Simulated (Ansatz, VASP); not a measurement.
**Two plane-wave programs on ZnS**

```
Zn S
1.0
     5.38903    0.00000    0.00000
     0.00000   -5.38903    0.00000
     0.00000    0.00000   -5.38903
Zn S
4 4
Cartesian
  0.0530 -0.0530 0.0000
  2.6945 -2.6945 0.0000
  2.6945 0.0000 -2.6945
  0.0000 -2.6945 -2.6945
  4.0418 -4.0418 -4.0418
  1.3473 -1.3473 -4.0418
  1.3473 -4.0418 -1.3473
  4.0418 -1.3473 -1.3473
```

Alike in both runs: task single point; functional r2SCAN; k mesh 4 × 4 × 4; occupations gaussian, width 0.05 eV; no spin polarisation.

```csv
,VASP,Ansatz
version,VASP 6.6.1,Ansatz 0.2.0
potentials or method,"VASP PAW PBE potentials, release 64 (Zn, S), cutoff 520 eV","scalar-relativistic, plane waves, PAW"
valence electrons in the cell,72,72
```

```tsv
	VASP	Ansatz	Ansatz less VASP
gap on the k mesh at the Fermi level (eV)	2.69	2.68	-0.010
least direct gap on the mesh (eV)	2.69	2.68	-0.010
pressure (GPa)	0.1	0.1	-0.08
traceless stress, the component that is largest in VASP (GPa)	-0.31	-0.31	+0.001
rms of the force components (eV/Å)	0.143	0.136	-0.0068
```

VASP's potentials were made for PBE, not for r2SCAN. Atom by atom the forces differ by 0.008 eV/Å (rms over components).
